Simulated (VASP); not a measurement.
# Ta2H3 in VASP: a series of runs

The runs below take Ta2H3 through single point, relaxation of cell and atoms, with PBE.

Everything below comes from runs of VASP 6.6.1. Logs are shortened: lines on timing, memory, paths and dates and some standing lists are left out, and cuts for length are marked.

### Step 1. The cell of the first run

It takes space group P4/mmm (No. 123, tetragonal). Conventional cell: a = 3.870 Å, b = 3.870 Å, c = 3.372 Å, α = 90.00°, β = 90.00°, γ = 90.00°. Within 3.4 Å of Ta (site symmetry 4/mmm) lie 16 H at 2.57 to 3.21 Å and 6 Ta at 2.74 to 3.37 Å. Within 2.2 Å of Ta (site symmetry 4/mmm) lie 2 H at 1.69 Å. Within 2.6 Å of H (site symmetry mmm) lie 2 H at 1.93 Å and 8 Ta at 2.57 Å. Within 2.2 Å of H (site symmetry 4/mmm) lie 2 Ta at 1.69 Å and 4 H at 1.93 Å.

### Step 2. Single point, PBE

The input, INCAR:

```
SYSTEM = Ta2H3
ALGO = Normal ; EDIFF = 1E-7
ENCUT = 520 ; GGA = PE
ISIF = 2 ; ISMEAR = 0
LASPH = .True. ; LCHARG = .True.
LELF = .True. ; LREAL = .False.
LVHAR = .True. ; LWAVE = .False.
NBANDS = 20 ; NELM = 60
PREC = Accurate ; SIGMA = 0.1
```

The input, KPOINTS:

```
k-points
0
Gamma
  4 4 6
  0 0 0
```

The input, POSCAR:

```
Ta2H3
1.0
    3.8696908893      0.0000000000      0.0000000000
    0.0000000000      3.8696908893      0.0000000000
    0.0000000000      0.0000000000      3.3721727634
Ta H
2 3
Direct
    0.0000000000      0.0000000000      0.5000000000
    0.5000000000      0.5000000000      0.5000000000
    0.0000000000      0.5000000000      0.0000000000
    0.5000000000      0.0000000000      0.0000000000
    0.5000000000      0.5000000000      0.0000000000
```

Potentials or basis: VASP PAW PBE potentials, release 64 (Ta_pv, H).

Launch:

```console
$ cat potpaw_PBE.64/Ta_pv/POTCAR potpaw_PBE.64/H/POTCAR > POTCAR
$ mpirun -np 1 vasp_std > vasp.out
```

OUTCAR:

```text
SYSTEM = Ta2H3
   EDIFF = 1E-7
   ENCUT = 520
   GGA = PE
   ISIF = 2
   ISMEAR = 0
   LASPH = .True.
   LREAL = .False.
   NELM = 60
   PREC = Accurate

 ion  position               nearest neighbor table
   1  0.000  0.000  0.500-   2 2.74   2 2.74   2 2.74   2 2.74
   2  0.500  0.500  0.500-   5 1.69   5 1.69   1 2.74   1 2.74   1 2.74   1 2.74
   3  0.000  0.500  0.000-
   4  0.500  0.000  0.000-
   5  0.500  0.500  0.000-   2 1.69   2 1.69

  LATTYP: Found a simple tetragonal cell.
 ALAT       =     3.8696908893
 C/A-ratio  =     0.8714320756

  Lattice vectors:

 A1 = (   3.8696908893,   0.0000000000,   0.0000000000)
 A2 = (   0.0000000000,   3.8696908893,   0.0000000000)
 A3 = (   0.0000000000,   0.0000000000,   3.3721727634)

Analysis of symmetry for initial positions (statically):
=====================================================================
 Subroutine PRICEL returns:
 Original cell was already a primitive cell.

 Routine SETGRP: Setting up the symmetry group for a
 simple tetragonal supercell.

 Subroutine GETGRP returns: Found 16 space group operations
 (whereof 16 operations were pure point group operations)
 out of a pool of 16 trial point group operations.

The static configuration has the point symmetry D_4h.

Analysis of symmetry for dynamics (positions and initial velocities):
=====================================================================
 Subroutine PRICEL returns:
 Original cell was already a primitive cell.

 Routine SETGRP: Setting up the symmetry group for a
 simple tetragonal supercell.

 Subroutine GETGRP returns: Found 16 space group operations
 (whereof 16 operations were pure point group operations)
 out of a pool of 16 trial point group operations.

The dynamic configuration has the point symmetry D_4h.

 Subroutine INISYM returns: Found 16 space group operations
 (whereof 16 operations are pure point group operations),
 and found     1 'primitive' translations

----------------------------------------------------------------------------------------

                                     Primitive cell

  volume of cell :      50.4966

  direct lattice vectors                    reciprocal lattice vectors
     3.869690889  0.000000000  0.000000000     0.258418574  0.000000000  0.000000000
     0.000000000  3.869690889  0.000000000     0.000000000  0.258418574  0.000000000
     0.000000000  0.000000000  3.372172763     0.000000000  0.000000000  0.296544712

  length of vectors
     3.869690889  3.869690889  3.372172763     0.258418574  0.258418574  0.296544712

  position of ions in fractional coordinates (direct lattice)
     0.000000000  0.000000000  0.500000000
     0.500000000  0.500000000  0.500000000
     0.000000000  0.500000000  0.000000000
     0.500000000  0.000000000  0.000000000
     0.500000000  0.500000000  0.000000000

  ion indices of the primitive-cell ions
   primitive index   ion index
                 1           1
                 2           2
                 3           3
                 4           4
                 5           5

----------------------------------------------------------------------------------------

 KPOINTS: k-points

Automatic generation of k-mesh.
 Grid dimensions read from file:
 generate k-points for:    4    4    6

 Generating k-lattice:

  Cartesian coordinates                     Fractional coordinates (reciprocal lattice)
     0.064604643  0.000000000  0.000000000     0.250000000  0.000000000  0.000000000
     0.000000000  0.064604643  0.000000000     0.000000000  0.250000000  0.000000000
     0.000000000  0.000000000  0.049424119     0.000000000  0.000000000  0.166666667

  Length of vectors
     0.064604643  0.064604643  0.049424119

  Shift w.r.t. Gamma in fractional coordinates (k-lattice)
     0.000000000  0.000000000  0.000000000

 Subroutine IBZKPT returns following result:
 ===========================================

 Found     24 irreducible k-points:

 Following reciprocal coordinates:
            Coordinates               Weight
  0.000000  0.000000  0.000000      1.000000
  0.250000  0.000000  0.000000      4.000000
  0.500000  0.000000  0.000000      2.000000
  0.250000  0.250000  0.000000      4.000000
  0.500000  0.250000  0.000000      4.000000
  0.500000  0.500000  0.000000      1.000000
[... 16 lines left out ...]
  0.500000  0.250000  0.500000      4.000000
  0.500000  0.500000  0.500000      1.000000
   k-points           NKPTS =     24   k-points in BZ     NKDIM =     24   number of bands    NBANDS=     20
   number of dos      NEDOS =    301   number of ions     NIONS =      5
   total plane-waves  NPLWV =  25200
   dimension x,y,z NGX =    30 NGY =   30 NGZ =   28
   dimension x,y,z NGXF=    60 NGYF=   60 NGZF=   56
   ions per type =               2   3
   NGX,Y,Z   is equivalent  to a cutoff of  12.89, 12.89, 13.80 a.u.
   NGXF,Y,Z  is equivalent  to a cutoff of  25.78, 25.78, 27.61 a.u.
 SYSTEM =  Ta2H3
   PREC   = accura    normal or accurate (medium, high low for compatibility)
   ISTART =      0    job   : 0-new  1-cont  2-samecut
   ICHARG =      2    charge: 1-file 2-atom 10-const
   ISPIN  =      1    spin polarized calculation?
   LNONCOLLINEAR =      F non collinear calculations
   LSORBIT =      F    spin-orbit coupling
   LASPH  =      T    aspherical Exc in radial PAW
   ENCUT  =  520.0 eV  38.22 Ry    6.18 a.u.   7.20  7.20  6.27*2*pi/ulx,y,z
   NELM   =     60;   NELMIN=  2; NELMDL= -5     # of ELM steps
   EDIFF  = 0.1E-06   stopping-criterion for ELM
   LREAL  =      F    real-space projection
   EDIFFG = 0.1E-05   stopping-criterion for IOM
   NSW    =      0    number of steps for IOM
   IBRION =     -1    ionic relax: 0-MD 1-quasi-New 2-CG
   NFREE  =      0    steps in history (QN), initial steepest desc. (CG)
   ISIF   =      2    stress and relaxation
   ISYM   =      2    0-nonsym 1-usesym 2-fastsym
   POTIM  = 0.5000    time-step for ionic-motion
   TEBEG  =    0.0;   TEEND  =   0.0 temperature during run
   PSTRESS=    0.0 pullay stress
   NELECT =      25.0000    total number of electrons
   NUPDOWN=      -1.0000    fix difference up-down
   EMIN   =  10.00;   EMAX   =-10.00  energy-range for DOS
   EFERMI =   0.00;   METHOD = LEGACY
   ISMEAR =     0;   SIGMA  =   0.10  broadening in eV -4-tet -1-fermi 0-gaus
   EFERMI_NEDOS =   21; number of points for ismear=-14 and -15
   IALGO  =     38    algorithm
   IMIX   =      4    mixing-type and parameters
     AMIX     =   0.40;   BMIX     =  1.00
     AMIX_MAG =   1.60;   BMIX_MAG =  1.00
  volume/ion in A,a.u.               =      10.10        68.15
  Fermi-wavevector in a.u.,A,eV,Ry     =   1.295092  2.447370 22.820562  1.677264
  Thomas-Fermi vector in A             =   2.426634
   LORBIT       =      0    0 simple, 1 ext, 2 COOP (PROOUT), +10 PAW based schemes
   GGA     = PE    functional components
   LHFCALC =     F    Hartree Fock is set to
   AEXX    =    0.0000 exact exchange contribution
   IVDW    =     0    specifies the selected vdW correction
   LEPSILON=     F    determine dielectric tensor
   LRPA    =     F    only Hartree local field effects (RPA)
 non-spin polarized calculation
 Gauss-broadening in eV      SIGMA  =   0.10
  energy-cutoff  :      520.00
  volume of cell :       50.50
 maximum number of plane-waves:      1382
 NGX is ok and might be reduce to    30
   NGX = 15   NGY = 15   NGZ = 13

 number of electron      25.0000003 magnetization

 Free energy of the ion-electron system (eV)
  ---------------------------------------------------
  ext. energy  EPLUGINS =         0.00000000
  ---------------------------------------------------
  free energy    TOTEN  =       -29.24501053 eV

  energy without entropy =      -29.22474869  energy(sigma->0) =      -29.23487961

 E-fermi :   4.5529     XC(G=0): -11.6088

 val. band max:        4.5264708232   @ k =   0.5000   0.0000   0.3333
 cond. band min:       4.5688755473   @ k =   0.5000   0.0000   0.0000
 fundamental gap:      0.0424047241
 Fermi energy:         4.5528854314

 k-point     1 :       0.0000    0.0000    0.0000
  band No.  band energies     occupation
      1     -30.4299      2.00000
      2     -30.4299      2.00000
      3     -30.0018      2.00000
      4     -29.7389      2.00000
      5     -29.4029      2.00000
      6     -29.4029      2.00000
[... 12 lines left out ...]
     19      10.0472      0.00000
     20      10.2493      0.00000

 k-point     2 :       0.2500    0.0000    0.0000
  band No.  band energies     occupation
      1     -30.3080      2.00000
      2     -30.2906      2.00000
      3     -29.9669      2.00000
      4     -29.7725      2.00000
      5     -29.5806      2.00000
      6     -29.5609      2.00000
[... 12 lines left out ...]
     19       9.2852      0.00000
     20       9.4623      0.00000

 k-point     3 :       0.5000    0.0000    0.0000
  band No.  band energies     occupation
      1     -30.0273      2.00000
      2     -29.9908      2.00000
      3     -29.9164      2.00000
      4     -29.9091      2.00000
      5     -29.8793      2.00000
      6     -29.8289      2.00000
[... 12 lines left out ...]
     19       8.1345      0.00000
     20       8.6621      0.00000

 k-point     4 :       0.2500    0.2500    0.0000
  band No.  band energies     occupation
      1     -30.5126      2.00000
      2     -30.0420      2.00000
      3     -29.9430      2.00000
      4     -29.8639      2.00000
      5     -29.7942      2.00000
      6     -29.3497      2.00000
[... 12 lines left out ...]
     19       8.9077      0.00000
     20      11.9361      0.00000

 k-point     5 :       0.5000    0.2500    0.0000
  band No.  band energies     occupation
      1     -30.4110      2.00000
      2     -30.4089      2.00000
      3     -29.9076      2.00000
      4     -29.8274      2.00000
      5     -29.4895      2.00000
      6     -29.4871      2.00000
[... 12 lines left out ...]
     19       9.9121      0.00000
     20      10.0168      0.00000

 k-point     6 :       0.5000    0.5000    0.0000
  band No.  band energies     occupation
      1     -30.5939      2.00000
      2     -30.5939      2.00000
      3     -29.9061      2.00000
      4     -29.8258      2.00000
      5     -29.2957      2.00000
      6     -29.2957      2.00000
[... 12 lines left out ...]
     19      12.4241      0.00000
     20      12.4241      0.00000

 k-point     7 :       0.0000    0.0000    0.1667
  band No.  band energies     occupation
      1     -30.4251      2.00000
      2     -30.4251      2.00000
      3     -30.0584      2.00000
      4     -29.7932      2.00000
      5     -29.4001      2.00000
      6     -29.4001      2.00000
[... 12 lines left out ...]
     19       9.7617      0.00000
     20      10.2683      0.00000
[... 277 lines left out ...]
 k-point    20 :       0.2500    0.0000    0.5000
  band No.  band energies     occupation
      1     -30.2886      2.00000
      2     -30.2726      2.00000
      3     -30.1917      2.00000
      4     -29.9811      2.00000
      5     -29.5662      2.00000
      6     -29.5482      2.00000
[... 12 lines left out ...]
     19       8.7077      0.00000
     20       8.8878      0.00000

 k-point    21 :       0.5000    0.0000    0.5000
  band No.  band energies     occupation
      1     -30.1072      2.00000
      2     -30.0627      2.00000
      3     -30.0099      2.00000
      4     -29.9763      2.00000
      5     -29.8969      2.00000
      6     -29.8628      2.00000
[... 12 lines left out ...]
     19       8.5582      0.00000
     20       8.8776      0.00000

 k-point    22 :       0.2500    0.2500    0.5000
  band No.  band energies     occupation
      1     -30.4907      2.00000
      2     -30.1605      2.00000
      3     -30.0243      2.00000
      4     -30.0083      2.00000
      5     -29.8478      2.00000
      6     -29.3389      2.00000
[... 12 lines left out ...]
     19       8.2442      0.00000
     20       9.0145      0.00000

 k-point    23 :       0.5000    0.2500    0.5000
  band No.  band energies     occupation
      1     -30.3887      2.00000
      2     -30.3867      2.00000
      3     -30.1045      2.00000
      4     -30.0602      2.00000
      5     -29.4773      2.00000
      6     -29.4751      2.00000
[... 12 lines left out ...]
     19       8.5517      0.00000
     20       8.9561      0.00000

 k-point    24 :       0.5000    0.5000    0.5000
  band No.  band energies     occupation
      1     -30.5694      2.00000
      2     -30.5694      2.00000
      3     -30.1018      2.00000
      4     -30.0576      2.00000
      5     -29.2855      2.00000
      6     -29.2855      2.00000
[... 12 lines left out ...]
     19       8.1514      0.00000
     20       8.9580      0.00000

------------------------ aborting loop because EDIFF is reached ----------------------------------------

  FORCE on cell =-STRESS in cart. coord.  units (eV):
  Direction    XX          YY          ZZ          XY          YZ          ZX
  --------------------------------------------------------------------------------------
  -------------------------------------------------------------------------------------
  Total        0.0024859      0.0024859      0.1134736      0.0000000      0.0000000      0.0000000
  in kB        0.0788737      0.0788737      3.6003364      0.0000000      0.0000000      0.0000000
  external PRESSURE =       1.2526946 kB  Pullay stress =       0.0000000 kB

 VOLUME and BASIS-vectors are now :
 -----------------------------------------------------------------------------
  energy-cutoff  :      520.00
  volume of cell :       50.50
      direct lattice vectors                 reciprocal lattice vectors
     3.869690889  0.000000000  0.000000000     0.258418574  0.000000000  0.000000000
     0.000000000  3.869690889  0.000000000     0.000000000  0.258418574  0.000000000
     0.000000000  0.000000000  3.372172763     0.000000000  0.000000000  0.296544712

 POSITION                                       TOTAL-FORCE (eV/Angst)
 -----------------------------------------------------------------------------------
      0.00000      0.00000      1.68609         0.000000      0.000000      0.000000
      1.93485      1.93485      1.68609         0.000000      0.000000      0.000000
      0.00000      1.93485      0.00000         0.000000      0.000000      0.000000
      1.93485      0.00000      0.00000         0.000000      0.000000      0.000000
      1.93485      1.93485      0.00000         0.000000      0.000000      0.000000
 -----------------------------------------------------------------------------------
    total drift:                                0.000000      0.000000      0.000000

  FREE ENERGIE OF THE ION-ELECTRON SYSTEM (eV)
  ---------------------------------------------------
  free  energy   TOTEN  =       -29.2450105322 eV

  energy  without entropy=      -29.2247486869  energy(sigma->0) =      -29.23487961
```

Run time: 44 s. Hardware: 1 thread of Intel Xeon 8259CL, shared host; peak memory 0.17 GiB.

Results:

```
Free energy : -29.2450 eV
Pressure    : 0.1 GPa
```

Stress tensor (GPa, compression positive):
```
0.01 0.00 0.00
0.00 0.01 0.00
0.00 0.00 0.36
```

Caveat: the k points lie up to 0.41 Å⁻¹ apart; spin-orbit coupling is left out, which moves the levels of the heavy elements.

### Step 3. Single point, PBE

This run uses another cell than the first one, of 10.15 Å³/atom, 1.005 times its volume.

The input, INCAR:

```
SYSTEM = Ta2H3
PREC = Accurate
ENCUT = 520
EDIFF = 1E-6
ISMEAR = 0
SIGMA = 0.1
LREAL = .FALSE.
LASPH = .TRUE.
NELM = 100
ALGO = Normal
ISIF = 2
LWAVE = .FALSE.
LCHARG = .TRUE.
GGA = PE
LELF = .TRUE.
LVHAR = .TRUE.
NBANDS = 20
```

The input, KPOINTS:

```
Automatic mesh
0
G
  6 6 4
  0 0 0
```

POSCAR, as its differences from that of step 2:

```diff
@@ -2,5 +2,5 @@
 1.0
-    3.8696908893      0.0000000000      0.0000000000
-    0.0000000000      3.8696908893      0.0000000000
-    0.0000000000      0.0000000000      3.3721727634
+    2.7555077058     -2.7559352743      0.0000000000
+    2.7555077058      2.7559352743      0.0000000000
+    0.0000000000      0.0000000000      3.3413742467
 Ta H
```

Potentials or basis: VASP PAW PBE potentials, release 64 (Ta_pv, H).

Launch:

```console
$ cat potpaw_PBE.64/Ta_pv/POTCAR potpaw_PBE.64/H/POTCAR > POTCAR
$ mpirun -np 1 vasp_std > vasp.out
```

Wall time 57 s (1 thread of Intel Xeon 8259CL, shared host); peak memory 0.18 GiB.

Results (log left out):

* Free energy: -29.2829 eV
* Pressure: 0.1 GPa

Stress tensor (GPa, compression positive):
```
 0.01  0.00  0.00
 0.00 -0.03  0.00
 0.00  0.00  0.25
```

Levels at points of the mesh, in eV from the Fermi level:
| k point | band 10 | band 11 | band 12 | band 13 | band 14 | band 15 | band 16 | band 17 |
| --- | --- | --- | --- | --- | --- | --- | --- | --- |
| (0.00, 0.00, 0.00) | -2.86 | -1.82 | 0.47 | 0.47 | 2.62 | 3.48 | 3.48 | 3.96 |
| (0.50, 0.00, 0.00) | -1.26 | -0.11 | -0.10 | 0.88 | 1.05 | 1.32 | 1.46 | 1.86 |
| (0.50, 0.50, 0.00) | -3.94 | -2.85 | -1.37 | -0.76 | -0.76 | 1.83 | 1.89 | 4.49 |
| (0.00, 0.00, 0.50) | -2.58 | -2.29 | -2.29 | -2.10 | 0.57 | 2.49 | 2.50 | 2.85 |
| (0.50, 0.00, 0.50) | -2.12 | -0.72 | -0.64 | -0.18 | 0.52 | 0.55 | 1.75 | 1.84 |
| (0.50, 0.50, 0.50) | -2.55 | -2.55 | 2.08 | 2.11 | 2.16 | 2.18 | 2.18 | 3.30 |

Caveat: the k points lie up to 0.47 Å⁻¹ apart; spin-orbit coupling is left out, which moves the levels of the heavy elements.

(Part 1 of 2 ends here.)
